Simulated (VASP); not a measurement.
Wanted: the native input for a VASP 6.6.1 run.

- Task: single point
- Functional: PBE
- Potentials or basis: VASP PAW PBE potentials, release 64 (Sb, B, Bi_d)
- Cutoff: 520 eV
- k mesh: 6 × 6 × 4
- Occupations: gaussian, width 0.01 eV
- Spin: no spin polarisation
- Dipole correction: no
- Further INCAR settings: ALGO = Normal; EDIFF = 1e-07; NBANDS = 21

The structure of BiB2Sb lies in POSCAR:

```
BiB2Sb
1.0
    3.8506500712      0.0000000000      0.0000000000
    0.0000000000      3.8506500712      0.0000000000
    0.0000000000      0.0000000000      5.4437762341
Sb B Bi
1 2 1
Direct
    0.0000000000      0.0000000000      0.0000000000
    0.0000000000      0.5000000000      0.7619823684
    0.5000000000      0.0000000000      0.2380176316
    0.5000000000      0.5000000000      0.5000000000
```

These files were run (other wordings do the same):

INCAR

```
SYSTEM = BiB2Sb
  ALGO = Normal
  EDIFF = 1E-7
  ENCUT = 520
  GGA = PE
  ISIF = 2
  ISMEAR = 0
  LASPH = .TRUE.
  LCHARG = .FALSE.
  LREAL = .FALSE.
  LWAVE = .FALSE.
  NBANDS = 21
  NELM = 100
  PREC = Accurate
  SIGMA = 0.01
```

KPOINTS

```
k-points
0
G
  6 6 4
  0 0 0
```

Potentials or basis: VASP PAW PBE potentials, release 64 (Sb, B, Bi_d).

Run with:

```bash
$ cat potpaw_PBE.64/Sb/POTCAR potpaw_PBE.64/B/POTCAR potpaw_PBE.64/Bi_d/POTCAR > POTCAR
$ mpirun -np 1 vasp_std > vasp.out
```

Results of the run:

The pressure is -2.2 GPa, the largest force is 0.034 eV/Å and the band gap on the k mesh is 0.51 eV (least direct gap 0.86 eV).

Caveat: spin-orbit coupling is left out, which moves the levels of the heavy elements.

Run time: 32 s on 1 thread of AMD EPYC 7R13 Processor (Zen 3) (shared host), peak memory 0.18 GiB.
